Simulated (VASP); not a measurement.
A run of VASP 6.6.1:

Contents of POSCAR:

```
ZnSe
1.0
    0.0000000000      2.9674420080      2.9674420080
    2.9674420080      0.0000000000      2.9674420080
    2.9674420080      2.9674420080      0.0000000000
Zn Se
1 1
Direct
    0.0000000000      0.0000000000      0.0000000000
    0.7500000000      0.7500000000      0.7500000000
```

Contents of INCAR.step1:

```
SYSTEM = ZnSe
ALGO = Normal
EDIFF = 1E-4
ENCUT = 520
GGA = PE
ISMEAR = 0
LASPH = .TRUE.
LCHARG = .FALSE.
LREAL = .FALSE.
LWAVE = .TRUE.
NBANDS = 16
NELM = 60
PREC = Accurate
SIGMA = 0.02
```

INCAR.step2

```
SYSTEM = ZnSe
ALGO = Normal
EDIFF = 1E-6
ENCUT = 520
ISIF = 2
ISMEAR = 0
ISTART = 1
LASPH = .TRUE.
LCHARG = .TRUE.
LELF = .TRUE.
LMIXTAU = .TRUE.
LREAL = .FALSE.
LVHAR = .TRUE.
LWAVE = .FALSE.
METAGGA = R2SCAN
NBANDS = 16
NELM = 60
PREC = Accurate
SIGMA = 0.02
```

KPOINTS

```
k-points
0
G
  8 8 8
  0 0 0
```

Potentials or basis: VASP PAW PBE potentials, release 64 (Zn, Se).

Command:

```console
$ cat potpaw_PBE.64/Zn/POTCAR potpaw_PBE.64/Se/POTCAR > POTCAR
$ cp INCAR.step1 INCAR
$ mpirun -np 1 vasp_std > vasp.out
$ cp INCAR.step2 INCAR
$ mpirun -np 1 vasp_std > vasp.out
```

Hardware: 1 thread of Intel(R) Xeon(R) 6975P-C (Granite Rapids) (shared host).

Estimate the wall time of this run.

Wall time 30 s on 1 thread of Intel(R) Xeon(R) 6975P-C (Granite Rapids), on a shared host, peak memory 0.19 GiB. Counts: k points 29.
